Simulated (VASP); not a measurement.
# NbP (I4_1md) in VASP: single point with LDA

Aim: the single point of NbP with LDA.

Program: VASP 6.6.1. These are calculated values, not measurements. Logs are shortened: lines on timing, memory, paths and dates and some standing lists are left out, and cuts for length are marked.

## 1. The cell of the first run

Symmetry: I4_1md, No. 109, tetragonal system. The conventional cell has a = 3.304 Å, b = 3.304 Å, c = 11.229 Å, α = 90.00°, β = 90.00°, γ = 90.00°. Within 3.3 Å of Nb (site symmetry 2mm) lie 6 P at 2.51 Å and 4 Nb at 3.26 Å. P (site symmetry 2mm) has 6 Nb at 2.51 Å and 4 P at 3.26 Å within 3.3 Å.

## 2. Single point, LDA

Contents of INCAR:

```
SYSTEM = NbP
  PREC = Accurate
  ENCUT = 520
  EDIFF = 1E-6
  ISMEAR = 0
  SIGMA = 0.1
  LREAL = .FALSE.
  LASPH = .TRUE.
  NELM = 80
  ALGO = Normal
  ISIF = 2
  LWAVE = .FALSE.
  LCHARG = .TRUE.
  LELF = .TRUE.
  LVHAR = .TRUE.
  NBANDS = 26
```

Contents of KPOINTS:

```
Automatic mesh
0
G
  18 18 18
  0 0 0
```

Contents of POSCAR:

```
NbP
1.0
   -1.6518067148      1.6518067148      5.6146850745
    1.6518067148     -1.6518067148      5.6146850745
    1.6518067148      1.6518067148     -5.6146850745
Nb P
2 2
Direct
    0.7502032126      0.7502032126      0.0000000000
    0.5002032126      1.0002032126      0.5000000000
    0.3324253624      0.3324253624      0.0000000000
    0.0824253624      0.5824253624      0.5000000000
```

Potentials or basis: VASP PAW LDA potentials, release 64 (Nb_sv, P).

The run is started by

```console
> cat potpaw_LDA.64/Nb_sv/POTCAR potpaw_LDA.64/P/POTCAR > POTCAR
> mpirun -np 1 vasp_std > vasp.out
```

OUTCAR:

```text
SYSTEM = NbP
   PREC = Accurate
   ENCUT = 520
   EDIFF = 1E-6
   ISMEAR = 0
   LREAL = .FALSE.
   LASPH = .TRUE.
   NELM = 80
   ISIF = 2

 ion  position               nearest neighbor table
   1  0.750  0.750  0.000-   4 2.51   4 2.51   3 2.51   3 2.51   3 2.51   3 2.51
   2  0.500  0.000  0.500-   3 2.51   3 2.51   4 2.51   4 2.51   4 2.51   4 2.51
   3  0.332  0.332  0.000-   2 2.51   2 2.51   1 2.51   1 2.51   1 2.51   1 2.51
   4  0.082  0.582  0.500-   1 2.51   1 2.51   2 2.51   2 2.51   2 2.51   2 2.51

  LATTYP: Found a body centered tetragonal cell.
 ALAT       =     3.3036134296
 C/A-ratio  =     3.3991174780

  Lattice vectors:

 A1 = (  -1.6518067148,   1.6518067148,   5.6146850745)
 A2 = (   1.6518067148,  -1.6518067148,   5.6146850745)
 A3 = (   1.6518067148,   1.6518067148,  -5.6146850745)

Analysis of symmetry for initial positions (statically):
=====================================================================
 Subroutine PRICEL returns:
 Original cell was already a primitive cell.

 Routine SETGRP: Setting up the symmetry group for a
 body centered tetragonal supercell.

 Subroutine GETGRP returns: Found  8 space group operations
 (whereof  4 operations were pure point group operations)
 out of a pool of 16 trial point group operations.

The static configuration has the point symmetry C_2v.
 The point group associated with its full space group is C_4v.

Analysis of symmetry for dynamics (positions and initial velocities):
=====================================================================
 Subroutine PRICEL returns:
 Original cell was already a primitive cell.

 Routine SETGRP: Setting up the symmetry group for a
 body centered tetragonal supercell.

 Subroutine GETGRP returns: Found  8 space group operations
 (whereof  4 operations were pure point group operations)
 out of a pool of 16 trial point group operations.

The dynamic configuration has the point symmetry C_2v.
 The point group associated with its full space group is C_4v.

 Subroutine INISYM returns: Found  8 space group operations
 (whereof  4 operations are pure point group operations),
 and found     1 'primitive' translations

----------------------------------------------------------------------------------------

                                     Primitive cell

  volume of cell :      61.2779

  direct lattice vectors                    reciprocal lattice vectors
    -1.651806715  1.651806715  5.614685074     0.000000000  0.302698854  0.089052190
     1.651806715 -1.651806715  5.614685074     0.302698854  0.000000000  0.089052190
     1.651806715  1.651806715 -5.614685074     0.302698854  0.302698854  0.000000000

  length of vectors
     6.081251461  6.081251461  6.081251461     0.315526368  0.315526368  0.428080825

  position of ions in fractional coordinates (direct lattice)
     0.750203213  0.750203213  0.000000000
     0.500203213  0.000203213  0.500000000
     0.332425362  0.332425362  0.000000000
     0.082425362  0.582425362  0.500000000

  ion indices of the primitive-cell ions
   primitive index   ion index
                 1           1
                 2           2
                 3           3
                 4           4

----------------------------------------------------------------------------------------

 KPOINTS: Automatic mesh

Automatic generation of k-mesh.
 Grid dimensions read from file:
 generate k-points for:   18   18   18

 Generating k-lattice:

  Cartesian coordinates                     Fractional coordinates (reciprocal lattice)
     0.000000000  0.016816603  0.004947344     0.055555556  0.000000000  0.000000000
     0.016816603  0.000000000  0.004947344     0.000000000  0.055555556  0.000000000
     0.016816603  0.016816603  0.000000000     0.000000000  0.000000000  0.055555556

  Length of vectors
     0.017529243  0.017529243  0.023782268

  Shift w.r.t. Gamma in fractional coordinates (k-lattice)
     0.000000000  0.000000000  0.000000000

 Subroutine IBZKPT returns following result:
 ===========================================

 Found    480 irreducible k-points:

 Following reciprocal coordinates:
            Coordinates               Weight
  0.000000  0.000000  0.000000      1.000000
  0.055556  0.000000  0.000000      8.000000
  0.111111  0.000000  0.000000      8.000000
  0.166667  0.000000 -0.000000      8.000000
  0.222222  0.000000 -0.000000      8.000000
  0.277778  0.000000 -0.000000      8.000000
[... 16 lines left out ...]
 -0.277778  0.055556  0.000000     16.000000
 -0.222222  0.055556  0.000000     16.000000
 [... further k-points ...]
   k-points           NKPTS =    480   k-points in BZ     NKDIM =    480   number of bands    NBANDS=     26
   number of dos      NEDOS =    301   number of ions     NIONS =      4
   total plane-waves  NPLWV = 110592
   dimension x,y,z NGX =    48 NGY =   48 NGZ =   48
   dimension x,y,z NGXF=    96 NGYF=   96 NGZF=   96
   ions per type =               2   2
   NGX,Y,Z   is equivalent  to a cutoff of  13.12, 13.12, 13.12 a.u.
   NGXF,Y,Z  is equivalent  to a cutoff of  26.24, 26.24, 26.24 a.u.
 SYSTEM =  NbP
   PREC   = accura    normal or accurate (medium, high low for compatibility)
   ISTART =      0    job   : 0-new  1-cont  2-samecut
   ICHARG =      2    charge: 1-file 2-atom 10-const
   ISPIN  =      1    spin polarized calculation?
   LNONCOLLINEAR =      F non collinear calculations
   LSORBIT =      F    spin-orbit coupling
   LASPH  =      T    aspherical Exc in radial PAW
   ENCUT  =  520.0 eV  38.22 Ry    6.18 a.u.  11.31 11.31 11.31*2*pi/ulx,y,z
   NELM   =     80;   NELMIN=  2; NELMDL= -5     # of ELM steps
   EDIFF  = 0.1E-05   stopping-criterion for ELM
   LREAL  =      F    real-space projection
   EDIFFG = 0.1E-04   stopping-criterion for IOM
   NSW    =      0    number of steps for IOM
   IBRION =     -1    ionic relax: 0-MD 1-quasi-New 2-CG
   NFREE  =      0    steps in history (QN), initial steepest desc. (CG)
   ISIF   =      2    stress and relaxation
   ISYM   =      2    0-nonsym 1-usesym 2-fastsym
   POTIM  = 0.5000    time-step for ionic-motion
   TEBEG  =    0.0;   TEEND  =   0.0 temperature during run
   PSTRESS=    0.0 pullay stress
   NELECT =      36.0000    total number of electrons
   NUPDOWN=      -1.0000    fix difference up-down
   EMIN   =  10.00;   EMAX   =-10.00  energy-range for DOS
   EFERMI =   0.00;   METHOD = LEGACY
   ISMEAR =     0;   SIGMA  =   0.10  broadening in eV -4-tet -1-fermi 0-gaus
   EFERMI_NEDOS =   21; number of points for ismear=-14 and -15
   IALGO  =     38    algorithm
   IMIX   =      4    mixing-type and parameters
     AMIX     =   0.40;   BMIX     =  1.00
     AMIX_MAG =   1.60;   BMIX_MAG =  1.00
  volume/ion in A,a.u.               =      15.32       103.38
  Fermi-wavevector in a.u.,A,eV,Ry     =   1.371117  2.591035 25.578418  1.879961
  Thomas-Fermi vector in A             =   2.496842
   LORBIT       =      0    0 simple, 1 ext, 2 COOP (PROOUT), +10 PAW based schemes
   GGA     = CA    functional components
   LHFCALC =     F    Hartree Fock is set to
   AEXX    =    0.0000 exact exchange contribution
   IVDW    =     0    specifies the selected vdW correction
   LEPSILON=     F    determine dielectric tensor
   LRPA    =     F    only Hartree local field effects (RPA)
 non-spin polarized calculation
 Gauss-broadening in eV      SIGMA  =   0.10
  energy-cutoff  :      520.00
  volume of cell :       61.28
 maximum number of plane-waves:      1673
 NGX is ok and might be reduce to    48
   NGX = 23   NGY = 23   NGZ = 23

 number of electron      36.0000001 magnetization

 Free energy of the ion-electron system (eV)
  ---------------------------------------------------
  ext. energy  EPLUGINS =         0.00000000
  ---------------------------------------------------
  free energy    TOTEN  =       -39.03834182 eV

  energy without entropy =      -39.03619776  energy(sigma->0) =      -39.03726979

 E-fermi :  11.0877     XC(G=0): -12.3941

 val. band max:       11.0773507083   @ k =  -0.0556  -0.4444   0.0556
 cond. band min:      11.0912740341   @ k =  -0.0556   0.5000   0.0556
 fundamental gap:      0.0139233258
 Fermi energy:        11.0876638803

 k-point     1 :       0.0000    0.0000    0.0000
  band No.  band energies     occupation
      1     -43.3882      2.00000
      2     -43.3381      2.00000
      3     -19.8995      2.00000
      4     -19.6404      2.00000
      5     -19.6404      2.00000
      6     -19.4779      2.00000
[... 18 lines left out ...]
     25      15.3757      0.00000
     26      15.3757      0.00000

 k-point     2 :       0.0556    0.0000    0.0000
  band No.  band energies     occupation
      1     -43.3872      2.00000
      2     -43.3377      2.00000
      3     -19.8959      2.00000
      4     -19.6506      2.00000
      5     -19.6396      2.00000
      6     -19.4882      2.00000
[... 18 lines left out ...]
     25      15.3573      0.00000
     26      15.5441      0.00000

 k-point     3 :       0.1111    0.0000    0.0000
  band No.  band energies     occupation
      1     -43.3845      2.00000
      2     -43.3367      2.00000
      3     -19.8859      2.00000
      4     -19.6795      2.00000
      5     -19.6373      2.00000
      6     -19.5164      2.00000
[... 18 lines left out ...]
     25      15.5029      0.00000
     26      15.9752      0.00000

 k-point     4 :       0.1667    0.0000   -0.0000
  band No.  band energies     occupation
      1     -43.3802      2.00000
      2     -43.3352      2.00000
      3     -19.8720      2.00000
      4     -19.7217      2.00000
      5     -19.6338      2.00000
      6     -19.5572      2.00000
[... 18 lines left out ...]
     25      15.8086      0.00000
     26      16.5321      0.00000

 k-point     5 :       0.2222    0.0000   -0.0000
  band No.  band energies     occupation
      1     -43.3748      2.00000
      2     -43.3335      2.00000
      3     -19.8619      2.00000
      4     -19.7656      2.00000
      5     -19.6295      2.00000
      6     -19.6045      2.00000
[... 18 lines left out ...]
     25      16.0882      0.00000
     26      17.0878      0.00000

 k-point     6 :       0.2778    0.0000   -0.0000
  band No.  band energies     occupation
      1     -43.3689      2.00000
      2     -43.3318      2.00000
      3     -19.8775      2.00000
      4     -19.7867      2.00000
      5     -19.6504      2.00000
      6     -19.6249      2.00000
[... 427 lines left out ...]
 k-point    21 :      -0.3889    0.0556    0.0000
  band No.  band energies     occupation
      1     -43.3578      2.00000
      2     -43.3287      2.00000
      3     -19.9566      2.00000
      4     -19.7919      2.00000
      5     -19.6969      2.00000
      6     -19.6261      2.00000
[... 18 lines left out ...]
     25      15.8774      0.00000
     26      17.8620      0.00000

 k-point    22 :      -0.3333    0.0556    0.0000
  band No.  band energies     occupation
      1     -43.3629      2.00000
      2     -43.3294      2.00000
      3     -19.9172      2.00000
      4     -19.7860      2.00000
      5     -19.6864      2.00000
      6     -19.6296      2.00000
[... 18 lines left out ...]
     25      16.1208      0.00000
     26      17.7686      0.00000

 k-point    23 :      -0.2778    0.0556    0.0000
  band No.  band energies     occupation
      1     -43.3687      2.00000
      2     -43.3307      2.00000
      3     -19.8775      2.00000
      4     -19.7867      2.00000
      5     -19.6516      2.00000
      6     -19.6339      2.00000
[... 18 lines left out ...]
     25      16.2769      0.00000
     26      17.4454      0.00000

 k-point    24 :      -0.2222    0.0556    0.0000
  band No.  band energies     occupation
      1     -43.3745      2.00000
      2     -43.3325      2.00000
      3     -19.8635      2.00000
      4     -19.7643      2.00000
      5     -19.6388      2.00000
      6     -19.6046      2.00000
[... 18 lines left out ...]
     25      16.1774      0.00000
     26      16.9769      0.00000

 [... further k-points ...]

------------------------ aborting loop because EDIFF is reached ----------------------------------------

  FORCE on cell =-STRESS in cart. coord.  units (eV):
  Direction    XX          YY          ZZ          XY          YZ          ZX
  --------------------------------------------------------------------------------------
  -------------------------------------------------------------------------------------
  Total       -0.0585821     -0.0585821     -0.0631707      0.0000000      0.0000000      0.0000000
  in kB       -1.5316932     -1.5316932     -1.6516672      0.0000000      0.0000000      0.0000000
  external PRESSURE =      -1.5716846 kB  Pullay stress =       0.0000000 kB

 VOLUME and BASIS-vectors are now :
 -----------------------------------------------------------------------------
  energy-cutoff  :      520.00
  volume of cell :       61.28
      direct lattice vectors                 reciprocal lattice vectors
    -1.651806715  1.651806715  5.614685074     0.000000000  0.302698854  0.089052190
     1.651806715 -1.651806715  5.614685074     0.302698854  0.000000000  0.089052190
     1.651806715  1.651806715 -5.614685074     0.302698854  0.302698854  0.000000000

 POSITION                                       TOTAL-FORCE (eV/Angst)
 -----------------------------------------------------------------------------------
      0.00000      0.00000      8.42431         0.000000     -0.000000      0.000136
      0.00000      1.65181      0.00228        -0.000000      0.000000      0.000136
      0.00000      0.00000      3.73293        -0.000000      0.000000     -0.000136
      1.65181     -0.00000      0.92558         0.000000     -0.000000     -0.000136
 -----------------------------------------------------------------------------------
    total drift:                                0.000000      0.000000     -0.000068

  FREE ENERGIE OF THE ION-ELECTRON SYSTEM (eV)
  ---------------------------------------------------
  free  energy   TOTEN  =       -39.0383418236 eV

  energy  without entropy=      -39.0361977614  energy(sigma->0) =      -39.03726979
```

Run time: 11 min. Hardware: 1 thread of Intel Xeon 6975P-C (Granite Rapids), shared host; peak memory 0.74 GiB.

Results:

```yaml
Free_energy: -39.0383 eV
Pressure: -0.2 GPa
Band_gap_on_the_k_mesh: zero (band 18 reaches 11.15 eV, above the bottom of band 19 at 11.08 eV)
```
